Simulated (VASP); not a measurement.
Here is a VASP 6.6.1 calculation.

The input INCAR:

```
  PREC = Accurate
  ENCUT = 520
  EDIFF = 1E-6
  ISMEAR = -1
  SIGMA = 0.15
  LREAL = F
  LASPH = T
  NELM = 100
  ALGO = Fast
  ISIF = 2
  LWAVE = F
  LCHARG = T
  GGA = PS
  LELF = T
  LVHAR = T
  NBANDS = 10
```

KPOINTS

```
Automatic mesh
0
Gamma
  16 16 16
```

POSCAR

```
Na
1.0
   -2.0888709261      2.0888709261      2.0888709261
    2.0888709261     -2.0888709261      2.0888709261
    2.0888709261      2.0888709261     -2.0888709261
Na
1
Direct
    0.0000000000      0.0000000000      0.0000000000
```

Potentials or basis: VASP PAW PBE potentials, release 64 (Na_pv).

Run with:

```bash
$ cat potpaw_PBE.64/Na_pv/POTCAR > POTCAR
$ mpirun -np 1 vasp_std > vasp.out
```

Estimate the pressure.

0.0 GPa.

Caveat: the PAW data sets were made with another functional, which shifts forces and pressure a little.
